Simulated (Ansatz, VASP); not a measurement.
**Two plane-wave programs on MgI2**

```
CELL_PARAMETERS angstrom
4.15721 0.00000 0.00000
-2.07861 3.60025 0.00000
0.00000 0.00000 6.77023
ATOMIC_POSITIONS crystal
Mg 0.00000 0.00000 0.00000
I 0.33333 0.66667 0.24542
I 0.66667 0.33333 0.75458
```

Change from the starting cell: uniaxial_z strain -1.5%.

Alike in both runs: task single point; functional r2SCAN; k mesh 12 × 12 × 4; no spin polarisation.

|  | VASP | Ansatz |
| --- | --- | --- |
| version | VASP 6.6.1 | Ansatz 0.2.0 |
| potentials or method | VASP PAW PBE potentials, release 64 (Mg, I) | plane waves, PAW |
| plane-wave cutoff (eV) | 520 | 500 |
| occupations | gaussian, width 0.01 eV | fixed |
| valence electrons in the cell | 16 | 44 |

VASP gave:

* gap on the k mesh at the Fermi level (eV): 4.03
* pressure (GPa): 0.7
* traceless stress, the component that is largest in VASP (GPa): 0.23
* rms of the force components (eV/Å): 0.021

Q: What did Ansatz give for the same quantities?

A: gap on the k mesh at the Fermi level (eV): 4.06; pressure (GPa): 0.8; traceless stress, the component that is largest in VASP (GPa): 0.22; rms of the force components (eV/Å): 0.013.

VASP's potentials were made for PBE, not for r2SCAN. Atom by atom the forces differ by 0.008 eV/Å (rms over components). VASP's potentials hold 16 valence electrons a cell and Ansatz's 44, so a difference there can come from the potentials and not from the codes.

Spin-orbit coupling is off throughout.
